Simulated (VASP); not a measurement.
Wanted: the native input for a VASP 6.6.1 run.

```
Task                   : relaxation of cell and atoms
Functional             : PBE
Dispersion             : D3(BJ)
Potentials or basis    : VASP PAW PBE potentials, release 64 (Al)
Cutoff                 : 600 eV
k mesh                 : 18 × 18 × 10
Occupations            : fermi-dirac, width 0.15 eV
Spin                   : no spin polarisation
Target pressure        : 8 GPa
Dipole correction      : no
Further INCAR settings : ALGO = Normal; EDIFF = 1e-07; IBRION = 2; EDIFFG = -0.001; NSW = 80; ISIF = 3
```

The structure of Al lies in POSCAR:

```
Al
1.0
    2.7866299143      0.0000000000      0.0000000000
   -1.3933149571      2.4132922967      0.0000000000
    0.0000000000      0.0000000000      4.5808157323
Al
2
Direct
    0.6666666667      0.3333333333      0.7500000000
    0.3333333333      0.6666666667      0.2500000000
```

The input as run:

INCAR

```
PREC = Accurate
ENCUT = 600
EDIFF = 1E-7
ISMEAR = -1
SIGMA = 0.15
LREAL = False
LASPH = True
NELM = 60
ALGO = Normal
ISIF = 3
LWAVE = False
LCHARG = False
GGA = PE
IVDW = 12
IBRION = 2
NSW = 80
EDIFFG = -0.001
PSTRESS = 80.0
```

KPOINTS

```
Automatic mesh
0
Gamma
  18 18 10
```

Potentials or basis: VASP PAW PBE potentials, release 64 (Al).

Launch:

```bash
$ cat potpaw_PBE.64/Al/POTCAR > POTCAR
$ mpirun -np 1 vasp_std > vasp.out
```

Results of the run:

```yaml
Relaxed_volume: 14.69 Å³/atom
Relaxed_cell: a = 2.744 Å, b = 2.744 Å, c = 4.504 Å, α = 90.00°, β = 90.00°, γ = 120.00°
Space_group_after_relaxing_to_0.05_Å: P6_3/mmc (No. 194)
Energy_change_on_relaxing_the_enthalpy_is_what_falls: +24.1 meV/atom
Ionic_steps: 8
Pressure_after_relaxing: 8.0 GPa
Band_gap_on_the_k_mesh: zero (band 3 reaches 13.60 eV, above the bottom of band 4 at 5.93 eV)
Dispersion_energy_per_atom: -0.380 eV
```

Caveat: the cell is relaxed towards a set pressure, so the enthalpy falls and the energy may rise; pairwise dispersion overbinds metals, which lowers pressure and volume.

It took 88 s on 1 thread of Intel Xeon 6975P-C, on a shared host, peak memory 0.2 GiB.
